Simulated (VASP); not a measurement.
Input of a VASP 6.6.1 run:

File INCAR:

```
SYSTEM = Li
PREC = Accurate
ENCUT = 520
EDIFF = 1E-7
ISMEAR = -1
SIGMA = 0.03
LREAL = .FALSE.
LASPH = .TRUE.
NELM = 100
ALGO = Normal
ISIF = 2
LWAVE = .FALSE.
LCHARG = .FALSE.
GGA = PS
NBANDS = 10
```

Contents of KPOINTS:

```
Automatic mesh
0
G
  15 15 8
  0 0 0
```

The input POSCAR:

```
Li
1.0
    3.1110021516     -0.0155550108     -0.0155550108
   -1.5689721103      2.7019843999     -0.0056935291
   -0.0254650000     -0.0254650000      5.0930000000
Li
2
Direct
    0.3333333333      0.6666666667      0.2500000000
    0.6666666667      0.3333333333      0.7500000000
```

Potentials or basis: VASP PAW PBE potentials, release 64 (Li_sv).

Run with:

```sh
$ cat potpaw_PBE.64/Li_sv/POTCAR > POTCAR
$ mpirun -np 1 vasp_std > vasp.out
```

Estimate the band gap on the k mesh.

zero (bands 3 and 4 overlap by 4.48 eV).

Forces on the atoms (eV/Å):
```
Li   0.003  0.000  0.000
Li  -0.003  0.000  0.000
```

Caveat: the cell differs from its parent crystal (equal xy, yz and zx shear strains of -1 %); the PAW data sets were made with another functional, which shifts forces and pressure a little.
